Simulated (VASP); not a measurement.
# Sn2HO2 in VASP: a series of runs, part 2 of 2

VASP 6.6.1.

## (4) Single point, PBE+D3(BJ), collinear spin, ferromagnetic start

INCAR reads:

```
ALGO     = Normal         # electronic algorithm
DIPOL    = 0.5 0.5 0.317
EDIFF    = 1E-6           # SCF threshold, eV
ENCUT    = 520            # plane-wave cutoff, eV
GGA      = PE             # functional
IDIPOL   = 3            
ISIF     = 2              # what is computed and relaxed
ISMEAR   = 0              # smearing method
ISPIN    = 2              # spin polarisation
IVDW     = 12             # dispersion correction
LASPH    = True           # aspherical terms in the spheres
LCHARG   = False          # write CHGCAR
LDIPOL   = True         
LORBIT   = 11             # projections on sites
LREAL    = False          # projectors in reciprocal space
LWAVE    = False          # write WAVECAR
MAGMOM   = 0 0 0 0 1      # initial moments
NBANDS   = 32             # bands
NELM     = 150            # most SCF steps
PREC     = Accurate       # precision mode
SIGMA    = 0.05           # smearing width, eV
```

KPOINTS reads:

```
k-points
0
Gamma
  7 7 1
```

POSCAR reads:

```
Sn2HO2
1.0
    3.8201633739      0.0000000000      0.0000000000
    0.0000000000      3.8201633739      0.0000000000
    0.0000000000      0.0000000000     17.8630408312
Sn O H
2 2 1
Direct
    0.7500000000      0.2500000000      0.2239260402
    0.2500000000      0.7500000000      0.3562126343
    0.2500000000      0.2500000000      0.2900693373
    0.7500000000      0.7500000000      0.2900693373
    0.5000000000      1.0000000000      0.4271075463
```

Potentials or basis: VASP PAW PBE potentials, release 64 (Sn_d, O, H).

Command:

```console
$ cat potpaw_PBE.64/Sn_d/POTCAR potpaw_PBE.64/O/POTCAR potpaw_PBE.64/H/POTCAR > POTCAR
$ mpirun -np 1 vasp_std > vasp.out
```

OUTCAR:

```text
EDIFF = 1E-6
   ENCUT = 520
   GGA = PE
   ISIF = 2
   ISMEAR = 0
   ISPIN = 2
   IVDW = 12
   LASPH = True
   LORBIT = 11
   LREAL = False
   NELM = 150
   PREC = Accurate
 IVDW          = 12

 ion  position               nearest neighbor table
   1  0.750  0.250  0.224-   3 2.25   4 2.25   4 2.25   3 2.25   2 3.59   2 3.59   2 3.59   2 3.59

   2  0.250  0.750  0.356-   5 1.85   4 2.25   3 2.25   3 2.25   4 2.25   1 3.59   1 3.59   1 3.59
                             1 3.59
   3  0.250  0.250  0.290-   2 2.25   2 2.25   1 2.25   1 2.25
   4  0.750  0.750  0.290-   2 2.25   2 2.25   1 2.25   1 2.25
   5  0.500  0.000  0.427-   2 1.85

  LATTYP: Found a simple tetragonal cell.
 ALAT       =     3.8201633739
 C/A-ratio  =     4.6759887164

  Lattice vectors:

 A1 = (   3.8201633739,   0.0000000000,   0.0000000000)
 A2 = (   0.0000000000,   3.8201633739,   0.0000000000)
 A3 = (   0.0000000000,   0.0000000000,  17.8630408312)

Analysis of symmetry for initial positions (statically):
=====================================================================
 Subroutine PRICEL returns:
 Original cell was already a primitive cell.

 Routine SETGRP: Setting up the symmetry group for a
 simple tetragonal supercell.

 Subroutine GETGRP returns: Found  2 space group operations
 (whereof  1 operations were pure point group operations)
 out of a pool of 16 trial point group operations.

The static configuration has the point symmetry C_1 .
 The point group associated with its full space group is C_1h.

Analysis of symmetry for dynamics (positions and initial velocities):
=====================================================================
 Subroutine PRICEL returns:
 Original cell was already a primitive cell.

 Routine SETGRP: Setting up the symmetry group for a
 simple tetragonal supercell.

 Subroutine GETGRP returns: Found  2 space group operations
 (whereof  1 operations were pure point group operations)
[... 175 lines left out ...]

 k-point     1 :       0.0000    0.0000    0.0000
  band No.  band energies     occupation
      1     -23.1978      1.00000
      2     -22.9004      1.00000
      3     -22.8956      1.00000
      4     -22.8449      1.00000
      5     -22.8127      1.00000
      6     -22.7902      1.00000
[... 549 lines left out ...]
     31       6.8278      0.00000
     32       7.4210      0.00000
 Fermi energy:        -0.8417642120

 spin component 2

 k-point     1 :       0.0000    0.0000    0.0000
  band No.  band energies     occupation
      1     -23.1593      1.00000
      2     -22.8559      1.00000
      3     -22.8427      1.00000
      4     -22.7978      1.00000
      5     -22.7962      1.00000
      6     -22.7373      1.00000
[... 549 lines left out ...]
     31       6.9672      0.00000
     32       7.4256      0.00000

------------------------ aborting loop because EDIFF is reached ----------------------------------------

 vacuum level on the upper side and lower side of the slab       (xc-potential included)         0.411        -0.347

 Edisp (eV)   -0.60914

 E8    (eV) :    -0.2668

  FORCE on cell =-STRESS in cart. coord.  units (eV):
  Direction    XX          YY          ZZ          XY          YZ          ZX
  --------------------------------------------------------------------------------------
  -------------------------------------------------------------------------------------
  Total      -0.40930    -0.40930     0.28505    -0.16027     0.63075     0.63075
  in kB      -2.51557    -2.51557     1.75192    -0.98501     3.87655     3.87658
  external pressure =       -1.09 kB  Pullay stress =        0.00 kB

 VOLUME and BASIS-vectors are now :
 -----------------------------------------------------------------------------
  energy-cutoff  :      520.00
  volume of cell :      260.69
      direct lattice vectors                 reciprocal lattice vectors
     3.820163374  0.000000000  0.000000000     0.261768909  0.000000000  0.000000000
     0.000000000  3.820163374  0.000000000     0.000000000  0.261768909  0.000000000
     0.000000000  0.000000000 17.863040831     0.000000000  0.000000000  0.055981510

 POSITION                                       TOTAL-FORCE (eV/Angst)
 -----------------------------------------------------------------------------------
      2.86512      0.95504      4.00000        -0.033471     -0.033471      0.069847
      0.95504      2.86512      6.36304         0.113104      0.113104      0.259405
      0.95504      0.95504      5.18152        -0.017563     -0.246988     -0.199103
      2.86512      2.86512      5.18152        -0.246988     -0.017563     -0.199103
      1.91008      0.00000      7.62944         0.184918      0.184918      0.068954
 -----------------------------------------------------------------------------------
    total drift:                               -0.000121     -0.000121     -0.004161

  FREE ENERGIE OF THE ION-ELECTRON SYSTEM (eV)
  ---------------------------------------------------
  free  energy   TOTEN  =       -24.8868399211 eV

  energy  without entropy=      -24.8836109203  energy(sigma->0) =      -24.88522542

 vacuum level on the upper side and lower side of the slab         3.670         2.855

 total charge

# of ion       s       p       d       tot
------------------------------------------
    1        1.277   0.766  10.054  12.098
    2        1.157   0.859  10.095  12.111
    3        1.580   3.417   0.000   4.997
    4        1.580   3.417   0.000   4.997
    5        0.485   0.007   0.000   0.492
--------------------------------------------------
tot          6.078   8.467  20.150  34.695

 magnetization (x)

# of ion       s       p       d       tot
------------------------------------------
    1        0.002   0.000   0.001   0.004
    2        0.094   0.046   0.016   0.155
    3        0.004   0.054   0.000   0.057
    4        0.004   0.054   0.000   0.057
    5        0.082   0.000   0.000   0.082
--------------------------------------------------
tot          0.184   0.154   0.017   0.355
```

OSZICAR:

```text
N       E                     dE             d eps       ncg     rms          rms(c)
DAV:   1     0.385718451793E+03    0.38572E+03   -0.19034E+04  2200   0.121E+03
[... 13 lines left out ...]
DAV: 107    -0.242775881147E+02    0.26828E-04   -0.42815E-06  2024   0.125E-02    0.828E-02
DAV: 108    -0.242776294197E+02   -0.41305E-04   -0.26767E-06  1840   0.737E-03    0.833E-02
DAV: 109    -0.242776720771E+02   -0.42657E-04   -0.30040E-06  1928   0.102E-02    0.839E-02
DAV: 110    -0.242777936994E+02   -0.12162E-03   -0.19474E-05  2288   0.189E-02    0.862E-02
DAV: 111    -0.242777286551E+02    0.65044E-04   -0.59890E-06  2024   0.147E-02    0.850E-02
DAV: 112    -0.242777010133E+02    0.27642E-04   -0.19494E-06  1976   0.684E-03    0.844E-02
DAV: 113    -0.242777009119E+02    0.10141E-06   -0.15414E-07  1672   0.279E-03
   1 F= -.24886840E+02 E0= -.24885225E+02  d E =-.322900E-02  mag=     0.6444
```

stdout:

```text
POSCAR found type information on POSCAR SnO H
 POSCAR found :  3 types and       5 ions
 scaLAPACK will be used
 LDA part: xc-table for (Slater+PW92), standard interpolation
 POSCAR, INCAR and KPOINTS ok, starting setup
 FFT: planning ... GRIDC
 FFT: planning ... GRID_SOFT
 FFT: planning ... GRID
 WAVECAR not read
 entering main loop
```

It took 35 min on 1 thread of Oxide Virtual Turin-like, shared host; peak memory 0.49 GiB.

Results:

- Free energy: -24.8868 eV
- Largest force: 0.318 eV/Å
- Net moment: 0.64 μB per cell
- Site moments: Sn +0.00, +0.15; O +0.06; H +0.08 μB
- Valence electrons inside the program's atomic spheres: Sn 12.10, 12.11; O 5.00; H 0.49
- Dispersion energy per atom: -0.122 eV

Forces on the atoms (eV/Å):
```
Sn  -0.033 -0.033  0.070
Sn   0.113  0.113  0.259
O   -0.018 -0.247 -0.199
O   -0.247 -0.018 -0.199
H    0.185  0.185  0.069
```
